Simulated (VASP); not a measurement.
Rh: single point with r2SCAN

Crystal: Rh.

```
Rh
1.0
     0.00000    1.89776    1.89776
     1.89776    0.00000    1.89776
     1.89776    1.89776    0.00000
Rh
1
Cartesian
  0.0000 0.0000 0.0000
```

- Program: VASP 6.6.1
- Task: single point
- Functional: r2SCAN
- Potentials or basis: VASP PAW PBE potentials, release 64 (Rh_sv_GW)
- Cutoff: 680 eV
- k mesh: 24 × 24 × 24
- Occupations: fermi-dirac, width 0.05 eV
- Spin: no spin polarisation
- Dipole correction: no
- Further INCAR settings: ALGO = Normal; EDIFF = 1e-06; NBANDS = 14

The pressure is 1.0 GPa and the band gap on the k mesh is zero (an odd number of electrons rules out a gap without spin polarisation).

Levels at points of the mesh, in eV from the Fermi level:
| k point | band 5 | band 6 | band 7 | band 8 | band 9 | band 10 | band 11 | band 12 |
| --- | --- | --- | --- | --- | --- | --- | --- | --- |
| (0.00, 0.00, 0.00) | -8.19 | -3.19 | -3.19 | -3.19 | -1.08 | -1.08 | 16.47 | 22.15 |
| (0.50, 0.00, 0.00) | -6.37 | -3.31 | -3.31 | 0.60 | 0.60 | 0.90 | 9.17 | 16.08 |
| (0.50, 0.50, 0.00) | -6.59 | -6.21 | 0.52 | 1.06 | 1.06 | 3.49 | 12.96 | 14.00 |

Run time: 3.2 min on 1 thread of Intel(R) Xeon(R) Platinum 8488C (Sapphire Rapids) (shared host), peak memory 0.28 GiB.

Caveat: the PAW data sets were made with another functional, which shifts forces and pressure a little.
